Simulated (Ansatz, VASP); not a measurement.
# One calculation of BN, two programs

```
B N
1.0
     2.55893    0.00144    0.00000
     1.27818    2.17337    0.00000
     0.00000    0.00000   26.00000
B N
1 1
Direct
  0.49935 0.50124 0.50000
  0.83395 0.83206 0.50000
```

Change from the starting cell: strain along x +0.020, atoms relaxed.

Alike in both runs: functional PBE; dispersion D3(BJ); k mesh 10 × 10 × 1; occupations gaussian, width 0.02 eV; no spin polarisation.

Ansatz relaxed the structure, and its values are those at the end. VASP's run is a single point on that final structure, the one shown.

```csv
,VASP,Ansatz
version,VASP 6.6.1,Ansatz 0.2.0
potentials or method,"VASP PAW PBE potentials, release 64 (B, N), cutoff 520 eV","scalar-relativistic, plane waves, PAW"
valence electrons in the cell,8,8
```

VASP gave:

- gap on the k mesh at the Fermi level (eV): 4.85
- least direct gap on the mesh (eV): 4.90
- rms of the force components (eV/Å): 0.003

Task: Estimate Ansatz's values.

Result: gap on the k mesh at the Fermi level (eV): 4.86; least direct gap on the mesh (eV): 4.90; rms of the force components (eV/Å): 0.003.

Ansatz's warnings: near symmetry operations not taken, stress scf threshold loose.
